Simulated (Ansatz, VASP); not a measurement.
Ir: VASP beside Ansatz

```
Ir
1.0
    -0.06773    1.93518    1.64490
     1.93518   -0.06773    1.64490
     1.86745    1.86745    0.00000
Ir
1
Cartesian
  0.0000 0.0000 0.0000
```

Change from the starting cell: engineering shear strain xy -0.0700, normal strain along z -0.1500.

Alike in both runs: task single point; functional PBE; k mesh 20 × 20 × 20; occupations gaussian, width 0.15 eV; no spin polarisation.

|  | VASP | Ansatz |
| --- | --- | --- |
| version | VASP 6.6.1 | Ansatz 0.2.0 |
| potentials or method | VASP PAW PBE potentials, release 64 (Ir), cutoff 520 eV | scalar-relativistic, plane waves, PAW |
| valence electrons in the cell | 9 | 17 |

```csv
,VASP,Ansatz,Ansatz less VASP
gap on the k mesh at the Fermi level (eV),none,none,-
pressure (GPa),95.6,93.5,-2.08
"traceless stress, the component that is largest in VASP (GPa)",38.53,38.59,+0.069
```

A gap of «none» marks a metal or a gap that the smearing closes. Both programs put the cell under a high pressure, so it lies far from rest at this level. With one functional, cell and mesh, what is left measures potentials, basis and numerics. VASP's potentials hold 9 valence electrons a cell and Ansatz's 17, so a difference there can come from the potentials and not from the codes.

Neither program's run includes spin-orbit coupling. Noted on VASP's run: the cell as given lies far from equilibrium.
